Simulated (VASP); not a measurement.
## Ta3N: single point with PBE

Ta3N:

```
CELL_PARAMETERS angstrom
3.02177 0.00000 0.00000
-1.51089 2.61693 0.00000
0.00000 0.00000 7.55759
ATOMIC_POSITIONS crystal
Ta 0.00000 0.00000 0.50000
Ta 0.32112 0.64223 0.16723
Ta 0.66667 0.33333 0.82640
N 0.00000 0.00000 0.00000
```

This cell differs from its parent crystal: atom 2 (Ta) moved +0.080 Å towards its neighbour atom 4 (N) at 2.183 Å.

* Program: VASP 6.6.1
* Task: single point
* Functional: PBE
* Potentials or basis: VASP PAW PBE potentials, release 64 (Ta_pv, N)
* Cutoff: 520 eV
* k mesh: 18 × 18 × 6
* Occupations: gaussian, width 0.15 eV
* Spin: no spin polarisation

| Property | Result |
| --- | --- |
| Pressure | 1.5 GPa |
| Largest force | 0.968 eV/Å |
| Band gap on the k mesh | zero (band 19 reaches 7.22 eV, above the bottom of band 20 at 6.31 eV) |

Forces in eV/Å, atoms in the order of the input:
```
Ta   0.000 -0.011 -0.304
Ta   0.000  0.464  0.849
Ta   0.000  0.030 -0.151
N    0.000 -0.484 -0.394
```

Stress tensor (GPa, compression positive):
```
1.11 0.00 0.00
0.00 2.66 1.27
0.00 1.27 0.70
```

Levels at points of the mesh, in eV from the Fermi level:
```csv
k point,band 15,band 16,band 17,band 18,band 19,band 20,band 21,band 22,band 23,band 24
"(0.00, 0.00, 0.00)",-3.48,-1.51,-0.52,-0.45,-0.41,0.35,0.39,0.99,1.80,2.04
"(0.50, 0.00, 0.00)",-3.72,-3.06,-1.16,-0.56,0.35,0.83,0.91,3.50,3.88,4.40
"(0.00, 0.50, 0.00)",-3.73,-3.05,-1.12,-0.61,0.12,0.85,0.87,3.49,4.03,4.37
"(0.00, 0.00, 0.50)",-3.70,-1.39,-1.13,-0.31,-0.27,0.62,0.63,1.18,1.33,1.49
"(0.50, 0.00, 0.50)",-3.64,-2.87,-1.30,-1.15,0.18,1.00,1.40,2.49,4.31,4.45
"(0.00, 0.50, 0.50)",-3.64,-2.84,-1.28,-1.22,0.11,0.81,1.37,2.54,4.28,4.44
```

Run time: 17 min on 1 thread of Oxide Virtual Turin-like Processor, with other jobs on the host, peak memory 0.69 GiB.

Caveat: the cell differs from its parent crystal (atom 2 (Ta) moved +0.080 Å towards its neighbour atom 4 (N) at 2.183 Å); spin-orbit coupling is left out, which moves the levels of the heavy elements.
